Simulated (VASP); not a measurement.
Input of a VASP 6.6.1 run:

INCAR

```
ALGO = Normal
EDIFF = 1E-6
ENCUT = 520
GGA = PE
GGA_COMPAT = False
ISIF = 2
ISMEAR = -1
LASPH = True
LCHARG = False
LORBIT = 11
LORBMOM = True
LREAL = False
LSORBIT = True
LWAVE = False
MAGMOM = 0 0 0 0 0 0
NBANDS = 40
NELM = 150
PREC = Accurate
SIGMA = 0.03
```

KPOINTS

```
k-points
0
Gamma
  9 9 9
```

File POSCAR:

```
Sn
1.0
    0.0000000000      3.2456000000      3.2456000000
    3.2456000000      0.0000000000      3.2456000000
    3.2456000000      3.2456000000      0.0000000000
Sn
2
Direct
    0.5000000000      0.5000000000      0.5000000000
    0.7500000000      0.7500000000      0.7500000000
```

Potentials or basis: VASP PAW PBE potentials, release 64 (Sn_d).

Command:

```sh
$ cat potpaw_PBE.64/Sn_d/POTCAR > POTCAR
$ mpirun -np 1 vasp_ncl > vasp.out
```

(1) What does it give for the net moment?

(2) What does it give for the pressure?

## Answers

(1) 0.00 μB per cell.

(2) 3.2 GPa.

Caveat: the cell stands under pressure.
